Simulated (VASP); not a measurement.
A run of VASP 6.6.1 is set up as follows.

Contents of INCAR:

```
SYSTEM = InAs
PREC = Accurate
ENCUT = 520
EDIFF = 1E-7
ISMEAR = -1
SIGMA = 0.08
LREAL = .False.
LASPH = .True.
NELM = 100
ALGO = Normal
ISIF = 2
LWAVE = .False.
LCHARG = .False.
GGA = PS
NBANDS = 16
```

Contents of KPOINTS:

```
Automatic mesh
0
Gamma
  11 11 11
  0 0 0
```

File POSCAR:

```
InAs
1.0
    0.0000000000      2.9816153622      2.9816153622
    2.9816153622      0.0000000000      2.9816153622
    2.9816153622      2.9816153622      0.0000000000
In As
1 1
Direct
    0.0000000000      0.0000000000      0.0000000000
    0.2500000000      0.2500000000      0.2500000000
```

Potentials or basis: VASP PAW PBE potentials, release 64 (In_d, As).

Run with:

```console
$ cat potpaw_PBE.64/In_d/POTCAR potpaw_PBE.64/As/POTCAR > POTCAR
$ mpirun -np 1 vasp_std > vasp.out
```

Task: What does it give for the pressure?

Result: 4.1 GPa.

Task: Estimate the band gap on the k mesh.

Result: Zero (filled and empty bands touch).

Caveat: the PAW data sets were made with another functional, which shifts forces and pressure a little; spin-orbit coupling is left out, which moves the levels of the heavy elements.
